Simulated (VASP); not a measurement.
Input of a VASP 6.6.1 run:

File POSCAR:

```
H6CO
1.0
    7.1919660000      0.0000000000      0.0000000000
    0.0000000000      7.1919660000      0.0000000000
    0.0000000000      0.0000000000      7.1919660000
O H C
4 24 4
Direct
    0.7815109248      0.7857656724      0.8584857047
    0.8975848885      0.1900732011      0.7650342062
    0.1382375834      0.7918279925      0.9180799798
    0.3531301455      0.7896032879      0.2638916814
    0.6567189000      0.7884770312      0.9091811613
    0.7957490344      0.9135749529      0.8134354362
    0.8391585833      0.1518221860      0.6523529171
    0.8018252589      0.2405739960      0.8399094212
    0.0149472342      0.7667027347      0.8862110861
    0.2160188188      0.7121974715      0.8422036478
    0.2672009295      0.8014081268      0.1625563858
    0.3199403334      0.6645053661      0.3104714344
    0.3954412465      0.3127239478      0.1522393182
    0.1791165309      0.3070231422      0.0299778948
    0.2050065309      0.1716359616      0.2402680992
    0.3148652260      0.1073559024      0.0299500860
    0.7159238517      0.5706645443      0.2845536255
    0.8496146951      0.4580249684      0.1013631043
    0.9122540346      0.4129329866      0.3428408866
    0.9478354041      0.6219439858      0.2432297372
    0.6012125196      1.0937621229      0.3829133786
    0.7528400440      0.8799680087      0.4272267138
    0.8147702589      1.0595990026      0.2576625084
    0.6195246196      0.8993090346      0.2227763591
    0.4599715850      0.5008644368      0.7402704629
    0.4035475140      0.2963167512      0.5968604412
    0.4569821381      0.5186203606      0.4925078901
    0.2490556824      0.4946491683      0.6054533628
    0.2731798232      0.2288803924      0.1124727230
    0.8544534276      0.5085952854      0.2447453172
    0.7004482502      0.9876019992      0.3213029650
    0.3905608008      0.4520460747      0.6168271652
```

Contents of INCAR.step1:

```
SYSTEM = H6CO
  PREC = Accurate
  ENCUT = 580
  ISMEAR = -1
  SIGMA = 0.02
  LREAL = Auto
  LASPH = .True.
  NELM = 120
  NBANDS = 54
  GGA = PE
  ALGO = Normal
  EDIFF = 1E-5
  LWAVE = .True.
  LCHARG = .False.
  GGA_COMPAT = .False.
```

File INCAR.step2:

```
SYSTEM = H6CO
  PREC = Accurate
  ENCUT = 580
  EDIFF = 1E-6
  ISMEAR = -1
  SIGMA = 0.02
  LREAL = Auto
  LASPH = .True.
  NELM = 120
  ALGO = Normal
  ISIF = 2
  LWAVE = .False.
  LCHARG = .False.
  METAGGA = R2SCAN
  LMIXTAU = .True.
  NBANDS = 54
  ISTART = 1
  GGA_COMPAT = .False.
```

The input KPOINTS:

```
regular mesh
0
Gamma
  1 1 1
  0 0 0
```

Potentials or basis: VASP PAW PBE potentials, release 64 (O, H, C).

Command:

```bash
$ cat potpaw_PBE.64/O/POTCAR potpaw_PBE.64/H/POTCAR potpaw_PBE.64/C/POTCAR > POTCAR
$ cp INCAR.step1 INCAR
$ mpirun -np 1 vasp_gam > vasp.out
$ cp INCAR.step2 INCAR
$ mpirun -np 1 vasp_gam > vasp.out
```

Task: Estimate the band gap on the k mesh.

Result: 5.47 eV.

Task: Estimate the pressure.

Result: -0.3 GPa.

Stress tensor (GPa, compression positive):
```
 1.55  0.57  0.59
 0.57 -1.64 -0.12
 0.59 -0.12 -0.68
```

Caveat: the k points lie up to 0.87 Å⁻¹ apart; the PAW data sets were made with another functional, which shifts forces and pressure a little.
